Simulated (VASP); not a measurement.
# ZnAu in VASP: further runs

Runs on ZnAu. Level: PBEsol. Tasks: single point.

Program: VASP 6.6.1. These are calculated values, not measurements. Logs are shortened: lines on timing, memory, paths and dates and some standing lists are left out, and cuts for length are marked.

## 1. The cell of the first run

Symmetry: Pm-3m, No. 221, cubic system. Conventional cell: a = 3.157 Å, b = 3.157 Å, c = 3.157 Å, α = 90.00°, β = 90.00°, γ = 90.00°. Zn (site symmetry m-3m) has 8 Au at 2.73 Å and 6 Zn at 3.16 Å within 3.6 Å. Within 3.6 Å of Au (site symmetry m-3m) lie 8 Zn at 2.73 Å and 6 Au at 3.16 Å.

## 2. Single point, PBEsol (volume scaled by 1.01)

The input, INCAR:

```
ALGO = Normal
EDIFF = 1E-7
ENCUT = 520
GGA = PS
ISIF = 2
ISMEAR = -1
LASPH = T
LCHARG = F
LREAL = F
LWAVE = F
NBANDS = 18
NELM = 100
PREC = Accurate
SIGMA = 0.05
```

The input, KPOINTS:

```
k-points
0
Gamma
  13 13 13
```

The input, POSCAR:

```
ZnAu
1.0
    3.1574552263      0.0000000000      0.0000000000
    0.0000000000      3.1574552263      0.0000000000
    0.0000000000      0.0000000000      3.1574552263
Zn Au
1 1
Direct
    0.5000000000      0.5000000000      0.5000000000
    0.0000000000      0.0000000000      0.0000000000
```

Potentials or basis: VASP PAW PBE potentials, release 64 (Zn, Au).

Started as:

```sh
cat potpaw_PBE.64/Zn/POTCAR potpaw_PBE.64/Au/POTCAR > POTCAR
mpirun -np 1 vasp_std > vasp.out
```

OUTCAR:

```text
EDIFF = 1E-7
   ENCUT = 520
   GGA = PS
   ISIF = 2
   ISMEAR = -1
   LASPH = T
   LREAL = F
   NELM = 100
   PREC = Accurate

 ion  position               nearest neighbor table
   1  0.500  0.500  0.500-   2 2.73   2 2.73   2 2.73   2 2.73   2 2.73   2 2.73   2 2.73   2 2.73

   2  0.000  0.000  0.000-   1 2.73   1 2.73   1 2.73   1 2.73   1 2.73   1 2.73   1 2.73   1 2.73

  LATTYP: Found a simple cubic cell.
 ALAT       =     3.1574552263

  Lattice vectors:

 A1 = (   3.1574552263,   0.0000000000,   0.0000000000)
 A2 = (   0.0000000000,   3.1574552263,   0.0000000000)
 A3 = (   0.0000000000,   0.0000000000,   3.1574552263)

Analysis of symmetry for initial positions (statically):
=====================================================================
 Subroutine PRICEL returns:
 Original cell was already a primitive cell.

 Routine SETGRP: Setting up the symmetry group for a
 simple cubic supercell.

 Subroutine GETGRP returns: Found 48 space group operations
 (whereof 48 operations were pure point group operations)
 out of a pool of 48 trial point group operations.

The static configuration has the point symmetry O_h .

Analysis of symmetry for dynamics (positions and initial velocities):
=====================================================================
 Subroutine PRICEL returns:
 Original cell was already a primitive cell.

 Routine SETGRP: Setting up the symmetry group for a
 simple cubic supercell.

 Subroutine GETGRP returns: Found 48 space group operations
 (whereof 48 operations were pure point group operations)
 out of a pool of 48 trial point group operations.

The dynamic configuration has the point symmetry O_h .

 Subroutine INISYM returns: Found 48 space group operations
 (whereof 48 operations are pure point group operations),
 and found     1 'primitive' translations

----------------------------------------------------------------------------------------

                                     Primitive cell

  volume of cell :      31.4783

  direct lattice vectors                    reciprocal lattice vectors
     3.157455226  0.000000000  0.000000000     0.316710746  0.000000000  0.000000000
     0.000000000  3.157455226  0.000000000     0.000000000  0.316710746  0.000000000
     0.000000000  0.000000000  3.157455226     0.000000000  0.000000000  0.316710746

  length of vectors
     3.157455226  3.157455226  3.157455226     0.316710746  0.316710746  0.316710746

  position of ions in fractional coordinates (direct lattice)
     0.500000000  0.500000000  0.500000000
     0.000000000  0.000000000  0.000000000

  ion indices of the primitive-cell ions
   primitive index   ion index
                 1           1
                 2           2

----------------------------------------------------------------------------------------

 KPOINTS: k-points

Automatic generation of k-mesh.
 Grid dimensions read from file:
 generate k-points for:   13   13   13

 Generating k-lattice:

  Cartesian coordinates                     Fractional coordinates (reciprocal lattice)
     0.024362365  0.000000000  0.000000000     0.076923077  0.000000000  0.000000000
     0.000000000  0.024362365  0.000000000     0.000000000  0.076923077  0.000000000
     0.000000000  0.000000000  0.024362365     0.000000000  0.000000000  0.076923077

  Length of vectors
     0.024362365  0.024362365  0.024362365

  Shift w.r.t. Gamma in fractional coordinates (k-lattice)
     0.000000000  0.000000000  0.000000000

 Subroutine IBZKPT returns following result:
 ===========================================

 Found     84 irreducible k-points:

 Following reciprocal coordinates:
            Coordinates               Weight
  0.000000  0.000000  0.000000      1.000000
  0.076923  0.000000  0.000000      6.000000
  0.153846  0.000000  0.000000      6.000000
  0.230769  0.000000  0.000000      6.000000
  0.307692  0.000000  0.000000      6.000000
  0.384615  0.000000  0.000000      6.000000
[... 16 lines left out ...]
  0.307692  0.307692  0.000000     12.000000
  0.384615  0.307692  0.000000     24.000000
 [... further k-points ...]
   k-points           NKPTS =     84   k-points in BZ     NKDIM =     84   number of bands    NBANDS=     18
   number of dos      NEDOS =    301   number of ions     NIONS =      2
   total plane-waves  NPLWV =  13824
   dimension x,y,z NGX =    24 NGY =   24 NGZ =   24
   dimension x,y,z NGXF=    48 NGYF=   48 NGZF=   48
   ions per type =               1   1
   NGX,Y,Z   is equivalent  to a cutoff of  12.64, 12.64, 12.64 a.u.
   NGXF,Y,Z  is equivalent  to a cutoff of  25.27, 25.27, 25.27 a.u.
 SYSTEM =  unknown system
   PREC   = accura    normal or accurate (medium, high low for compatibility)
   ISTART =      0    job   : 0-new  1-cont  2-samecut
   ICHARG =      2    charge: 1-file 2-atom 10-const
   ISPIN  =      1    spin polarized calculation?
   LNONCOLLINEAR =      F non collinear calculations
   LSORBIT =      F    spin-orbit coupling
   LASPH  =      T    aspherical Exc in radial PAW
   ENCUT  =  520.0 eV  38.22 Ry    6.18 a.u.   5.87  5.87  5.87*2*pi/ulx,y,z
   NELM   =    100;   NELMIN=  2; NELMDL= -5     # of ELM steps
   EDIFF  = 0.1E-06   stopping-criterion for ELM
   LREAL  =      F    real-space projection
   EDIFFG = 0.1E-05   stopping-criterion for IOM
   NSW    =      0    number of steps for IOM
   IBRION =     -1    ionic relax: 0-MD 1-quasi-New 2-CG
   NFREE  =      0    steps in history (QN), initial steepest desc. (CG)
   ISIF   =      2    stress and relaxation
   ISYM   =      2    0-nonsym 1-usesym 2-fastsym
   POTIM  = 0.5000    time-step for ionic-motion
   TEBEG  =    0.0;   TEEND  =   0.0 temperature during run
   PSTRESS=    0.0 pullay stress
   NELECT =      23.0000    total number of electrons
   NUPDOWN=      -1.0000    fix difference up-down
   EMIN   =  10.00;   EMAX   =-10.00  energy-range for DOS
   EFERMI =   0.00;   METHOD = LEGACY
   ISMEAR =    -1;   SIGMA  =   0.05  broadening in eV -4-tet -1-fermi 0-gaus
   EFERMI_NEDOS =   21; number of points for ismear=-14 and -15
   IALGO  =     38    algorithm
   IMIX   =      4    mixing-type and parameters
     AMIX     =   0.40;   BMIX     =  1.00
     AMIX_MAG =   1.60;   BMIX_MAG =  1.00
  volume/ion in A,a.u.               =      15.74       106.21
  Fermi-wavevector in a.u.,A,eV,Ry     =   1.474507  2.786415 29.581400  2.174172
  Thomas-Fermi vector in A             =   2.589270
   LORBIT       =      0    0 simple, 1 ext, 2 COOP (PROOUT), +10 PAW based schemes
   GGA     = PS    functional components
   LHFCALC =     F    Hartree Fock is set to
   AEXX    =    0.0000 exact exchange contribution
   IVDW    =     0    specifies the selected vdW correction
   LEPSILON=     F    determine dielectric tensor
   LRPA    =     F    only Hartree local field effects (RPA)
 non-spin polarized calculation
  energy-cutoff  :      520.00
  volume of cell :       31.48
 maximum number of plane-waves:       868
 NGX is ok and might be reduce to    24
   NGX = 11   NGY = 11   NGZ = 11

 number of electron      23.0000014 magnetization

 Free energy of the ion-electron system (eV)
  ---------------------------------------------------
  ext. energy  EPLUGINS =         0.00000000
  ---------------------------------------------------
  free energy    TOTEN  =        -5.94466348 eV

  energy without entropy =       -5.93832578  energy(sigma->0) =       -5.94149463

 E-fermi :   6.8166     XC(G=0): -12.4785

 val. band max:        6.7758199540   @ k =   0.4615   0.3846   0.2308
 cond. band min:       6.8329424585   @ k =   0.4615   0.3077   0.3077
 fundamental gap:      0.0571225046
 Fermi energy:         6.8166437723

 k-point     1 :       0.0000    0.0000    0.0000
  band No.  band energies     occupation
      1      -3.7803      2.00000
      2      -1.2605      2.00000
      3      -1.2605      2.00000
      4      -0.5826      2.00000
      5      -0.5826      2.00000
      6      -0.5826      2.00000
[... 10 lines left out ...]
     17      18.8402      0.00000
     18      25.0491      0.00000

 k-point     2 :       0.0769    0.0000    0.0000
  band No.  band energies     occupation
      1      -3.6758      2.00000
      2      -1.2377      2.00000
      3      -1.2297      2.00000
      4      -0.5839      2.00000
      5      -0.5839      2.00000
      6      -0.5739      2.00000
[... 10 lines left out ...]
     17      19.3229      0.00000
     18      24.9374      0.00000

 k-point     3 :       0.1538    0.0000    0.0000
  band No.  band energies     occupation
      1      -3.3677      2.00000
      2      -1.1729      2.00000
      3      -1.1451      2.00000
      4      -0.5870      2.00000
      5      -0.5870      2.00000
      6      -0.5498      2.00000
[... 10 lines left out ...]
     17      20.8194      0.00000
     18      24.6836      0.00000

 k-point     4 :       0.2308    0.0000    0.0000
  band No.  band energies     occupation
      1      -2.8731      2.00000
      2      -1.0760      2.00000
      3      -1.0278      2.00000
      4      -0.5899      2.00000
      5      -0.5899      2.00000
      6      -0.5152      2.00000
[... 10 lines left out ...]
     17      22.7435      0.00000
     18      23.4793      0.00000

 k-point     5 :       0.3077    0.0000    0.0000
  band No.  band energies     occupation
      1      -2.2282      2.00000
      2      -0.9646      2.00000
      3      -0.9055      2.00000
      4      -0.5910      2.00000
      5      -0.5910      2.00000
      6      -0.4776      2.00000
[... 10 lines left out ...]
     17      21.7625      0.00000
     18      21.8811      0.00000

 k-point     6 :       0.3846    0.0000    0.0000
  band No.  band energies     occupation
      1      -1.5143      2.00000
      2      -0.8639      2.00000
      3      -0.8024      2.00000
      4      -0.5900      2.00000
      5      -0.5900      2.00000
      6      -0.4457      2.00000
[... 307 lines left out ...]
 k-point    21 :       0.3846    0.2308    0.0000
  band No.  band energies     occupation
      1      -1.3924      2.00000
      2      -1.0109      2.00000
      3      -0.7529      2.00000
      4      -0.6104      2.00000
      5      -0.6047      2.00000
      6      -0.0076      2.00000
[... 10 lines left out ...]
     17      20.5464      0.00000
     18      21.1783      0.00000

 k-point    22 :       0.4615    0.2308    0.0000
  band No.  band energies     occupation
      1      -1.2196      2.00000
      2      -1.0558      2.00000
      3      -0.7369      2.00000
      4      -0.6579      2.00000
      5      -0.5710      2.00000
      6       0.4388      2.00000
[... 10 lines left out ...]
     17      19.4735      0.00000
     18      20.9340      0.00000

 k-point    23 :       0.3077    0.3077    0.0000
  band No.  band energies     occupation
      1      -1.5200      2.00000
      2      -1.0479      2.00000
      3      -0.7985      2.00000
      4      -0.6194      2.00000
      5      -0.5654      2.00000
      6      -0.0672      2.00000
[... 10 lines left out ...]
     17      21.0906      0.00000
     18      21.4138      0.00000

 k-point    24 :       0.3846    0.3077    0.0000
  band No.  band energies     occupation
      1      -1.4040      2.00000
      2      -1.1202      2.00000
      3      -0.8224      2.00000
      4      -0.6985      2.00000
      5      -0.4739      2.00000
      6       0.2575      2.00000
[... 10 lines left out ...]
     17      20.5755      0.00000
     18      20.8073      0.00000

 [... further k-points ...]
[... 5 lines left out ...]
  --------------------------------------------------------------------------------------
  -------------------------------------------------------------------------------------
  Total       -0.6890842     -0.6890842     -0.6890842      0.0000000      0.0000000     -0.0000000
  in kB      -35.0728676    -35.0728676    -35.0728676      0.0000000      0.0000000     -0.0000000
  external PRESSURE =     -35.0728676 kB  Pullay stress =       0.0000000 kB

 VOLUME and BASIS-vectors are now :
 -----------------------------------------------------------------------------
  energy-cutoff  :      520.00
  volume of cell :       31.48
      direct lattice vectors                 reciprocal lattice vectors
     3.157455226  0.000000000  0.000000000     0.316710746  0.000000000  0.000000000
     0.000000000  3.157455226  0.000000000     0.000000000  0.316710746  0.000000000
     0.000000000  0.000000000  3.157455226     0.000000000  0.000000000  0.316710746

 POSITION                                       TOTAL-FORCE (eV/Angst)
 -----------------------------------------------------------------------------------
      1.57873      1.57873      1.57873         0.000000      0.000000      0.000000
      0.00000      0.00000      0.00000         0.000000      0.000000      0.000000
 -----------------------------------------------------------------------------------
    total drift:                                0.000000      0.000000     -0.000000

  FREE ENERGIE OF THE ION-ELECTRON SYSTEM (eV)
  ---------------------------------------------------
  free  energy   TOTEN  =        -5.9446634771 eV

  energy  without entropy=       -5.9383257833  energy(sigma->0) =       -5.94149463
```

It took 18 s on 1 thread of Intel Xeon Platinum 8488C (Sapphire Rapids), shared host; peak memory 0.17 GiB.

Results:

* Free energy: -5.9447 eV
* Pressure: -3.5 GPa

Caveat: the PAW data sets were made with another functional, which shifts forces and pressure a little; spin-orbit coupling is left out, which moves the levels of the heavy elements.

## 3. Single point, PBEsol (volume scaled by 1.04)

The input, INCAR:

```
PREC     = Accurate       # precision mode
ENCUT    = 520            # plane-wave cutoff, eV
EDIFF    = 1E-6           # SCF threshold, eV
ISMEAR   = -1             # smearing method
SIGMA    = 0.05           # smearing width, eV
LREAL    = False          # projectors in reciprocal space
LASPH    = True           # aspherical terms in the spheres
NELM     = 60             # most SCF steps
ALGO     = Normal         # electronic algorithm
ISIF     = 2              # what is computed and relaxed
LWAVE    = False          # write WAVECAR
LCHARG   = False          # write CHGCAR
GGA      = PS             # functional
NBANDS   = 18             # bands
```

The input, KPOINTS:

```
Automatic mesh
0
Gamma
  13 13 13
```

The input, POSCAR:

```
ZnAu
1.0
    3.1884126438      0.0000000000      0.0000000000
    0.0000000000      3.1884126438      0.0000000000
    0.0000000000      0.0000000000      3.1884126438
Zn Au
1 1
Direct
    0.5000000000      0.5000000000      0.5000000000
    0.0000000000      0.0000000000      0.0000000000
```

Potentials or basis: VASP PAW PBE potentials, release 64 (Zn, Au).

Started as:

```sh
cat potpaw_PBE.64/Zn/POTCAR potpaw_PBE.64/Au/POTCAR > POTCAR
mpirun -np 1 vasp_std > vasp.out
```

OUTCAR:

```text
PREC = Accurate
   ENCUT = 520
   EDIFF = 1E-6
   ISMEAR = -1
   LREAL = False
   LASPH = True
   NELM = 60
   ISIF = 2
   GGA = PS

 ion  position               nearest neighbor table
   1  0.500  0.500  0.500-   2 2.76   2 2.76   2 2.76   2 2.76   2 2.76   2 2.76   2 2.76   2 2.76

   2  0.000  0.000  0.000-   1 2.76   1 2.76   1 2.76   1 2.76   1 2.76   1 2.76   1 2.76   1 2.76

  LATTYP: Found a simple cubic cell.
 ALAT       =     3.1884126438

  Lattice vectors:
[... 190 lines left out ...]
      3      -1.4752      2.00000
      4      -0.8624      2.00000
      5      -0.8624      2.00000
      6      -0.8624      2.00000
[... 481 lines left out ...]
      5      -0.7609      2.00000
      6       0.0152      2.00000
[... 10 lines left out ...]
     17      20.0599      0.00000
     18      20.1875      0.00000

 [... further k-points ...]
[... 5 lines left out ...]
  --------------------------------------------------------------------------------------
  -------------------------------------------------------------------------------------
  Total       -1.3911903     -1.3911903     -1.3911903     -0.0000000     -0.0000000     -0.0000000
  in kB      -68.7659655    -68.7659655    -68.7659655     -0.0000000     -0.0000000     -0.0000000
  external PRESSURE =     -68.7659655 kB  Pullay stress =       0.0000000 kB

 VOLUME and BASIS-vectors are now :
 -----------------------------------------------------------------------------
  energy-cutoff  :      520.00
  volume of cell :       32.41
      direct lattice vectors                 reciprocal lattice vectors
     3.188412644  0.000000000  0.000000000     0.313635690  0.000000000  0.000000000
     0.000000000  3.188412644  0.000000000     0.000000000  0.313635690  0.000000000
     0.000000000  0.000000000  3.188412644     0.000000000  0.000000000  0.313635690

 POSITION                                       TOTAL-FORCE (eV/Angst)
 -----------------------------------------------------------------------------------
      1.59421      1.59421      1.59421         0.000000      0.000000      0.000000
      0.00000      0.00000      0.00000         0.000000      0.000000      0.000000
 -----------------------------------------------------------------------------------
    total drift:                                0.000000      0.000000     -0.000000

  FREE ENERGIE OF THE ION-ELECTRON SYSTEM (eV)
  ---------------------------------------------------
  free  energy   TOTEN  =        -5.9146501723 eV

  energy  without entropy=       -5.9081975981  energy(sigma->0) =       -5.91142389
```

OSZICAR:

```text
N       E                     dE             d eps       ncg     rms          rms(c)
DAV:   1     0.128384803403E+03    0.12838E+03   -0.11461E+04  3112   0.163E+03
DAV:   2    -0.121240726111E+01   -0.12960E+03   -0.12324E+03  3068   0.310E+02
DAV:   3    -0.642164143994E+01   -0.52092E+01   -0.51692E+01  3336   0.676E+01
DAV:   4    -0.646599758766E+01   -0.44356E-01   -0.44338E-01  3330   0.554E+00
DAV:   5    -0.646648608489E+01   -0.48850E-03   -0.48849E-03  3248   0.621E-01    0.786E+00
DAV:   6    -0.595062078692E+01    0.51587E+00   -0.15570E+00  3290   0.144E+01    0.494E+00
DAV:   7    -0.592455201238E+01    0.26069E-01   -0.31766E-02  4148   0.314E+00    0.271E+00
DAV:   8    -0.591462693678E+01    0.99251E-02   -0.86952E-03  3248   0.994E-01    0.139E-01
DAV:   9    -0.591464654478E+01   -0.19608E-04   -0.40038E-04  3532   0.242E-01    0.688E-02
DAV:  10    -0.591465003538E+01   -0.34906E-05   -0.32993E-05  3590   0.612E-02    0.172E-02
DAV:  11    -0.591465017225E+01   -0.13687E-06   -0.39346E-06  3172   0.282E-02
   1 F= -.59146502E+01 E0= -.59114239E+01  d E =-.645257E-02
```

Wall time 18 s (1 thread of Intel Xeon Platinum 8488C (Sapphire Rapids), shared host); peak memory 0.17 GiB.

What came out:

- Free energy: -5.9147 eV
- Pressure: -6.9 GPa

Caveat: the PAW data sets were made with another functional, which shifts forces and pressure a little; spin-orbit coupling is left out, which moves the levels of the heavy elements.

## 4. Single point, PBEsol (equal xx and yy strain of -2 %)

The input, INCAR:

```
SYSTEM = ZnAu
PREC = Accurate ; ENCUT = 520
EDIFF = 1E-7 ; ISMEAR = -1
SIGMA = 0.05 ; LREAL = .FALSE.
LASPH = .TRUE. ; NELM = 100
ALGO = Normal ; ISIF = 2
LWAVE = .FALSE. ; LCHARG = .FALSE.
GGA = PS ; NBANDS = 18
```

The input, KPOINTS:

```
Automatic mesh
0
G
  13 13 13
  0 0 0
```

The input, POSCAR:

```
ZnAu
1.0
    3.0840600000      0.0000000000      0.0000000000
    0.0000000000      3.0840600000      0.0000000000
    0.0000000000      0.0000000000      3.1470000000
Zn Au
1 1
Direct
    0.5000000000      0.5000000000      0.5000000000
    0.0000000000      0.0000000000      0.0000000000
```

Started as:

```sh
cat potpaw_PBE.64/Zn/POTCAR potpaw_PBE.64/Au/POTCAR > POTCAR
mpirun -np 1 vasp_std > vasp.out
```

Run time: 49 s. Hardware: 1 thread of Intel Xeon 6975P-C (Granite Rapids), shared host; peak memory 0.22 GiB.

The run converged. Its results:

| Property | Result |
| --- | --- |
| Free energy | -5.9461 eV |
| Pressure | 3.7 GPa |

Stress tensor (GPa, compression positive):
```
3.49 0.00 0.00
0.00 3.49 0.00
0.00 0.00 3.99
```

Levels at points of the mesh, in eV from the Fermi level:
| k point | band 8 | band 9 | band 10 | band 11 | band 12 | band 13 | band 14 | band 15 | band 16 | band 17 |
| --- | --- | --- | --- | --- | --- | --- | --- | --- | --- | --- |
| (0.00, 0.00, 0.00) | -5.59 | -3.87 | -3.87 | -3.83 | 4.54 | 5.16 | 5.16 | 9.24 | 12.27 | 12.48 |

Caveat: the cell differs from its parent crystal (equal xx and yy strain of -2 %); the PAW data sets were made with another functional, which shifts forces and pressure a little; spin-orbit coupling is left out, which moves the levels of the heavy elements.

(Part 1 of 2 ends here.)
